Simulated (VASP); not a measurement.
P, a slab with vacuum:

```xyz
8
Lattice="3.3069 0.0000 0.0000 0.0000 4.3242 0.0000 0.0000 0.0000 40.5322" Properties=species:S:1:pos:R:3 pbc="T T T"
P     0.0000    2.5014   16.6476
P     1.6534    3.9849   16.6476
P     1.6534    0.3364   18.7905
P     0.0000    1.8257   18.7905
P     1.6534    2.4985   21.7417
P     0.0000    3.9878   21.7417
P     0.0000    0.3393   23.8846
P     1.6534    1.8228   23.8846
```

Base run:

* Program: VASP 6.6.1
* Functional: LDA
* Potentials or basis: VASP PAW LDA potentials, release 64 (P)
* Cutoff: 520 eV
* k mesh: 10 × 8 × 1
* Occupations: gaussian, width 0.01 eV
* Spin: no spin polarisation

Its results: band gap on the k mesh 0.03 eV, direct; largest force 0.207 eV/Å.

Task: The run is repeated on the same cell with these changes: functional from LDA to PBE; potentials or basis from VASP PAW LDA potentials, release 64 (P) to VASP PAW PBE potentials, release 64 (P). What comes out?

Result: Band gap on the k mesh 0.12 eV, direct; largest force 0.093 eV/Å.

A k mesh can miss the band edges.
